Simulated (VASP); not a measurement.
# Pd (P6_3/mmc) in VASP: notebook

Pd is run at these levels: revPBE, BLYP; tasks: single point, relaxation of cell and atoms.

Everything below comes from runs of VASP 6.6.1. Logs are shortened: lines on timing, memory, paths and dates and some standing lists are left out, and cuts for length are marked.

**1. The cell of the first run**

Symmetry: P6_3/mmc, No. 194, hexagonal system. The conventional cell has a = 2.793 Å, b = 2.793 Å, c = 4.653 Å, α = 90.00°, β = 90.00°, γ = 120.00°. Pd (site symmetry -6m2) has 12 Pd at 2.79 to 2.83 Å within 3.7 Å.

**2. Single point, revPBE**

INCAR reads:

```
  PREC = Accurate
  ENCUT = 520
  EDIFF = 1E-6
  ISMEAR = -1
  SIGMA = 0.05
  LREAL = False
  LASPH = True
  NELM = 80
  ALGO = Normal
  ISIF = 2
  LWAVE = False
  LCHARG = False
  GGA = RE
  NBANDS = 17
```

KPOINTS reads:

```
regular mesh
0
Gamma
  11 11 6
```

POSCAR reads:

```
Pd
1.0
    2.7930759911      0.0000000000      0.0000000000
   -1.3965379956      2.4188747630      0.0000000000
    0.0000000000      0.0000000000      4.6534310637
Pd
2
Direct
    0.3333333333      0.6666666667      0.2500000000
    0.6666666667      0.3333333333      0.7500000000
```

Potentials or basis: VASP PAW PBE potentials, release 64 (Pd).

Run with:

```console
$ cat potpaw_PBE.64/Pd/POTCAR > POTCAR
$ mpirun -np 1 vasp_std > vasp.out
```

OUTCAR:

```text
PREC = Accurate
   ENCUT = 520
   EDIFF = 1E-6
   ISMEAR = -1
   LREAL = False
   LASPH = True
   NELM = 80
   ISIF = 2
   GGA = RE

 ion  position               nearest neighbor table
   1  0.333  0.667  0.250-   2 2.83   2 2.83   2 2.83   2 2.83   2 2.83   2 2.83
   2  0.667  0.333  0.750-   1 2.83   1 2.83   1 2.83   1 2.83   1 2.83   1 2.83

  LATTYP: Found a hexagonal cell.
 ALAT       =     2.7930759911
 C/A-ratio  =     1.6660595983

  Lattice vectors:

 A1 = (   2.7930759911,   0.0000000000,   0.0000000000)
 A2 = (  -1.3965379956,   2.4188747630,   0.0000000000)
 A3 = (   0.0000000000,   0.0000000000,   4.6534310637)

Analysis of symmetry for initial positions (statically):
=====================================================================
 Subroutine PRICEL returns:
 Original cell was already a primitive cell.

 Routine SETGRP: Setting up the symmetry group for a
 hexagonal supercell.

 Subroutine GETGRP returns: Found 24 space group operations
 (whereof 12 operations were pure point group operations)
 out of a pool of 24 trial point group operations.

The static configuration has the point symmetry D_3d.
 The point group associated with its full space group is D_6h.

Analysis of symmetry for dynamics (positions and initial velocities):
=====================================================================
 Subroutine PRICEL returns:
 Original cell was already a primitive cell.

 Routine SETGRP: Setting up the symmetry group for a
 hexagonal supercell.

 Subroutine GETGRP returns: Found 24 space group operations
 (whereof 12 operations were pure point group operations)
 out of a pool of 24 trial point group operations.

The dynamic configuration has the point symmetry D_3d.
 The point group associated with its full space group is D_6h.

 Subroutine INISYM returns: Found 24 space group operations
 (whereof 12 operations are pure point group operations),
 and found     1 'primitive' translations

----------------------------------------------------------------------------------------

                                     Primitive cell

  volume of cell :      31.4391

  direct lattice vectors                    reciprocal lattice vectors
     2.793075991  0.000000000  0.000000000     0.358028211  0.206707684  0.000000000
    -1.396537996  2.418874763  0.000000000     0.000000000  0.413415368  0.000000000
     0.000000000  0.000000000  4.653431064     0.000000000  0.000000000  0.214895200

  length of vectors
     2.793075991  2.793075991  4.653431064     0.413415368  0.413415368  0.214895200
[... 75 lines left out ...]
   ISPIN  =      1    spin polarized calculation?
   LNONCOLLINEAR =      F non collinear calculations
   LSORBIT =      F    spin-orbit coupling
   LASPH  =      T    aspherical Exc in radial PAW
   ENCUT  =  520.0 eV  38.22 Ry    6.18 a.u.   5.19  5.19  8.65*2*pi/ulx,y,z
   NELM   =     80;   NELMIN=  2; NELMDL= -5     # of ELM steps
   EDIFF  = 0.1E-05   stopping-criterion for ELM
   LREAL  =      F    real-space projection
   EDIFFG = 0.1E-04   stopping-criterion for IOM
   NSW    =      0    number of steps for IOM
   IBRION =     -1    ionic relax: 0-MD 1-quasi-New 2-CG
   NFREE  =      0    steps in history (QN), initial steepest desc. (CG)
   ISIF   =      2    stress and relaxation
   ISYM   =      2    0-nonsym 1-usesym 2-fastsym
   POTIM  = 0.5000    time-step for ionic-motion
   TEBEG  =    0.0;   TEEND  =   0.0 temperature during run
   PSTRESS=    0.0 pullay stress
   NELECT =      20.0000    total number of electrons
   NUPDOWN=      -1.0000    fix difference up-down
   EMIN   =  10.00;   EMAX   =-10.00  energy-range for DOS
   EFERMI =   0.00;   METHOD = LEGACY
   ISMEAR =    -1;   SIGMA  =   0.05  broadening in eV -4-tet -1-fermi 0-gaus
   EFERMI_NEDOS =   21; number of points for ismear=-14 and -15
   IALGO  =     38    algorithm
   IMIX   =      4    mixing-type and parameters
     AMIX     =   0.40;   BMIX     =  1.00
     AMIX_MAG =   1.60;   BMIX_MAG =  1.00
  volume/ion in A,a.u.               =      15.72       106.08
  Fermi-wavevector in a.u.,A,eV,Ry     =   1.407975  2.660687 26.972112  1.982394
  Thomas-Fermi vector in A             =   2.530180
   LORBIT       =      0    0 simple, 1 ext, 2 COOP (PROOUT), +10 PAW based schemes
   GGA     = RE    functional components
   LHFCALC =     F    Hartree Fock is set to
   AEXX    =    0.0000 exact exchange contribution
   IVDW    =     0    specifies the selected vdW correction
   LEPSILON=     F    determine dielectric tensor
   LRPA    =     F    only Hartree local field effects (RPA)
 non-spin polarized calculation
  energy-cutoff  :      520.00
  volume of cell :       31.44
 maximum number of plane-waves:       861
 NGX is ok and might be reduce to    24
   NGX = 11   NGY = 11   NGZ = 17

 number of electron      20.0000010 magnetization

 Free energy of the ion-electron system (eV)
  ---------------------------------------------------
  ext. energy  EPLUGINS =         0.00000000
  ---------------------------------------------------
  free energy    TOTEN  =        -9.43787735 eV

  energy without entropy =       -9.38926734  energy(sigma->0) =       -9.41357235

 E-fermi :   8.8342     XC(G=0): -12.7093

 val. band max:        8.8275603164   @ k =   0.3636  -0.0000   0.0000
 cond. band min:       8.8410714433   @ k =   0.4545  -0.0000   0.0000
 fundamental gap:      0.0135111270
 Fermi energy:         8.8342185648

 k-point     1 :       0.0000    0.0000    0.0000
  band No.  band energies     occupation
      1       2.1987      2.00000
      2       4.0088      2.00000
      3       6.1683      2.00000
      4       6.3528      2.00000
      5       6.3528      2.00000
      6       6.6695      2.00000
[... 457 lines left out ...]
      4       5.7763      2.00000
      5       6.2090      2.00000
      6       6.6429      2.00000
[... 9 lines left out ...]
     16      26.1216      0.00000
     17      27.4260      0.00000

 [... further k-points ...]
[... 5 lines left out ...]
  --------------------------------------------------------------------------------------
  -------------------------------------------------------------------------------------
  Total       -0.0425274     -0.0425274     -0.0541285      0.0000000     -0.0000000      0.0000000
  in kB       -2.1672564     -2.1672564     -2.7584613      0.0000000     -0.0000000      0.0000000
  external PRESSURE =      -2.3643247 kB  Pullay stress =       0.0000000 kB

 VOLUME and BASIS-vectors are now :
 -----------------------------------------------------------------------------
  energy-cutoff  :      520.00
  volume of cell :       31.44
      direct lattice vectors                 reciprocal lattice vectors
     2.793075991  0.000000000  0.000000000     0.358028211  0.206707684  0.000000000
    -1.396537996  2.418874763  0.000000000     0.000000000  0.413415368  0.000000000
     0.000000000  0.000000000  4.653431064     0.000000000  0.000000000  0.214895200

 POSITION                                       TOTAL-FORCE (eV/Angst)
 -----------------------------------------------------------------------------------
     -0.00000      1.61258      1.16336        -0.000000     -0.000000      0.000000
      1.39654      0.80629      3.49007         0.000000      0.000000      0.000000
 -----------------------------------------------------------------------------------
    total drift:                               -0.000000      0.000000     -0.000000

  FREE ENERGIE OF THE ION-ELECTRON SYSTEM (eV)
  ---------------------------------------------------
  free  energy   TOTEN  =        -9.4378773518 eV

  energy  without entropy=       -9.3892673384  energy(sigma->0) =       -9.41357235
```

OSZICAR:

```text
N       E                     dE             d eps       ncg     rms          rms(c)
DAV:   1     0.107679046068E+03    0.10768E+03   -0.10407E+04  2176   0.115E+03
DAV:   2    -0.815986151423E+01   -0.11584E+03   -0.10921E+03  2255   0.251E+02
DAV:   3    -0.986575065527E+01   -0.17059E+01   -0.16863E+01  2672   0.336E+01
DAV:   4    -0.987641030073E+01   -0.10660E-01   -0.10658E-01  2534   0.255E+00
DAV:   5    -0.987657971586E+01   -0.16942E-03   -0.16941E-03  2652   0.348E-01    0.896E+00
DAV:   6    -0.945579058189E+01    0.42079E+00   -0.94561E-01  2295   0.100E+01    0.459E+00
DAV:   7    -0.944205028769E+01    0.13740E-01   -0.88183E-03  2500   0.803E-01    0.233E+00
DAV:   8    -0.943787509650E+01    0.41752E-02   -0.17673E-03  2311   0.303E-01    0.723E-02
DAV:   9    -0.943786780162E+01    0.72949E-05   -0.42944E-05  2744   0.608E-02    0.264E-02
DAV:  10    -0.943787873128E+01   -0.10930E-04   -0.78486E-06  2441   0.243E-02    0.120E-02
DAV:  11    -0.943787721116E+01    0.15201E-05   -0.53488E-07  1414   0.807E-03    0.100E-03
DAV:  12    -0.943787735185E+01   -0.14068E-06   -0.28760E-08  1172   0.133E-03
   1 F= -.94378774E+01 E0= -.94135723E+01  d E =-.486100E-01
```

It took 19 s on 1 thread of AMD EPYC 9R14 (Zen 4), shared host; peak memory 0.13 GiB.

Results:

* Free energy: -9.4379 eV
* Pressure: -0.2 GPa
* Band gap on the k mesh: zero (band 10 reaches 8.96 eV, above the bottom of band 11 at 8.19 eV)

Caveat: the PAW data sets were made with another functional, which shifts forces and pressure a little.

**3. Single point, BLYP**

This run uses another cell than the first one, of 16.44 Å³/atom, 1.046 times its volume.

INCAR reads:

```
SYSTEM = Pd
  PREC = Accurate
  ENCUT = 520
  EDIFF = 1E-6
  ISMEAR = -1
  SIGMA = 0.05
  LREAL = .FALSE.
  LASPH = .TRUE.
  NELM = 60
  ALGO = Normal
  ISIF = 2
  LWAVE = .FALSE.
  LCHARG = .FALSE.
  GGA = B5
  ALDAX = 1.0
  AGGAX = 1.0
  AGGAC = 1.0
  ALDAC = 0.0
  NBANDS = 17
```

KPOINTS reads:

```
regular mesh
0
G
  11 11 6
  0 0 0
```

POSCAR reads:

```
Pd
1.0
    2.8308789699      0.0000000000      0.0000000000
   -1.4154394850      2.4516131030      0.0000000000
    0.0000000000      0.0000000000      4.7363218409
Pd
2
Direct
    0.3333333333      0.6666666667      0.2500000000
    0.6666666667      0.3333333333      0.7500000000
```

Potentials or basis: VASP PAW PBE potentials, release 64 (Pd).

Run with:

```console
$ cat potpaw_PBE.64/Pd/POTCAR > POTCAR
$ mpirun -np 1 vasp_std > vasp.out
```

Run time: 25 s. Hardware: 1 thread of AMD EPYC 9R14 (Zen 4), shared host; peak memory 0.13 GiB.

It converged, with:

```
Free energy            : -8.7143 eV
Pressure               : 0.3 GPa
Band gap on the k mesh : zero (band 10 reaches 8.70 eV, above the bottom of band 11 at 7.97 eV)
```

Stress tensor (GPa, compression positive):
```
0.32 0.00 0.00
0.00 0.32 0.00
0.00 0.00 0.24
```

Levels at points of the mesh, in eV from the Fermi level:
| k point | band 6 | band 7 | band 8 | band 9 | band 10 | band 11 | band 12 | band 13 | band 14 | band 15 |
| --- | --- | --- | --- | --- | --- | --- | --- | --- | --- | --- |
| (0.00, 0.00, 0.00) | -2.05 | -2.05 | -1.42 | -1.42 | -0.22 | -0.22 | 1.28 | 6.17 | 17.35 | 18.61 |
| (0.00, 0.00, 0.50) | -2.37 | -2.37 | -2.37 | -0.62 | -0.62 | -0.62 | -0.62 | 13.27 | 13.27 | 17.68 |

Caveat: the PAW data sets were made with another functional, which shifts forces and pressure a little.

**4. Relaxation of cell and atoms, revPBE**

This run uses another cell than the first one, of 15.53 Å³/atom, 0.988 times its volume.

INCAR reads:

```
SYSTEM = Pd
PREC     = Accurate       ! precision mode
ENCUT    = 600            ! plane-wave cutoff, eV
EDIFF    = 1E-7           ! SCF threshold, eV
ISMEAR   = -1             ! smearing method
SIGMA    = 0.05           ! smearing width, eV
LREAL    = .FALSE.        ! projectors in reciprocal space
LASPH    = .TRUE.         ! aspherical terms in the spheres
NELM     = 100            ! most SCF steps
ALGO     = Fast           ! electronic algorithm
ISIF     = 3              ! what is computed and relaxed
LWAVE    = .FALSE.        ! write WAVECAR
LCHARG   = .FALSE.        ! write CHGCAR
GGA      = RE             ! functional
IBRION   = 2              ! ionic algorithm
NSW      = 60             ! ionic steps
EDIFFG   = -0.01          ! ionic threshold
```

KPOINTS reads:

```
Automatic mesh
0
G
  11 11 6
  0 0 0
```

POSCAR reads:

```
Pd
1.0
    2.7836650458      0.0000000000      0.0000000000
   -1.3918325229      2.4107246453      0.0000000000
    0.0000000000      0.0000000000      4.6288930000
Pd
2
Direct
    0.3333333333      0.6666666667      0.2500000000
    0.6666666667      0.3333333333      0.7500000000
```

Run with:

```console
$ cat potpaw_PBE.64/Pd/POTCAR > POTCAR
$ mpirun -np 1 vasp_std > vasp.out
```

It took 58 s on 1 thread of AMD EPYC 9R14 (Zen 4), shared host; peak memory 0.15 GiB.

The run converged. Its results:

```
Free energy                            : -9.4381 eV
Relaxed volume                         : 15.69 Å³/atom
Relaxed cell                           : a = 2.793 Å, b = 2.793 Å, c = 4.646 Å, α = 90.00°, β = 90.00°, γ = 120.00°
Space group after relaxing (to 0.05 Å) : P6_3/mmc (No. 194)
Energy gained by relaxing              : 0.8 meV/atom
Ionic steps                            : 4
Pressure after relaxing                : 0.0 GPa
Band gap on the k mesh                 : zero (band 10 reaches 8.99 eV, above the bottom of band 11 at 8.21 eV)
```

Stress tensor (GPa, compression positive):
```
-0.06  0.00  0.00
 0.00 -0.06  0.00
 0.00  0.00  0.05
```

The path:
```csv
step,energy change (eV),largest force (eV/Å),pressure (GPa),volume (Å³)
1,0.0000,0.0000,1.61,31.06
2,0.0007,0.0000,-1.81,31.77
3,-0.0015,0.0000,0.04,31.38
4,-0.0015,0.0000,-0.03,31.38
```

Final structure:
```
Pd
1.0
     2.79291    0.00000    0.00000
    -1.39645    2.41873    0.00000
     0.00000    0.00000    4.64590
Pd
2
Direct
  0.33333 0.66667 0.25000
  0.66667 0.33333 0.75000
```

Levels at points of the mesh, in eV from the Fermi level:
```tsv
k point	band 7	band 8	band 9	band 10	band 11	band 12	band 13	band 14
(0.00, 0.00, 0.00)	-2.17	-1.53	-1.53	-0.23	-0.23	1.02	6.59	17.04
(0.00, 0.00, 0.50)	-2.53	-2.53	-0.65	-0.65	-0.65	-0.65	13.64	13.64
```

Caveat: the PAW data sets were made with another functional, which shifts forces and pressure a little.

**5. The runs side by side**

| task | level | cell | cutoff (eV) | gap on the mesh (eV) | pressure (GPa) |
| --- | --- | --- | --- | --- | --- |
| single point | revPBE | a = 2.793, b = 2.793, c = 4.653 Å, angles 90.0, 90.0, 120.0°, 2 atoms | 520 | none | -0.2 |
| single point | BLYP | a = 2.831, b = 2.831, c = 4.736 Å, angles 90.0, 90.0, 120.0°, 2 atoms | 520 | none | 0.3 |
| relaxation of cell and atoms | revPBE | relaxed from a = 2.784, b = 2.784, c = 4.629 Å, angles 90.0, 90.0, 120.0°, 2 atoms | 600 | none | 0.0 |

Alike in all rows: potentials or basis VASP PAW PBE potentials, release 64 (Pd); no spin polarisation; k mesh 11 × 11 × 6; smearing fermi-dirac 0.05 eV.

Caveats: the PAW data sets were made with another functional, which shifts forces and pressure a little.

Absolute energies hang on the potentials; compare differences alone.
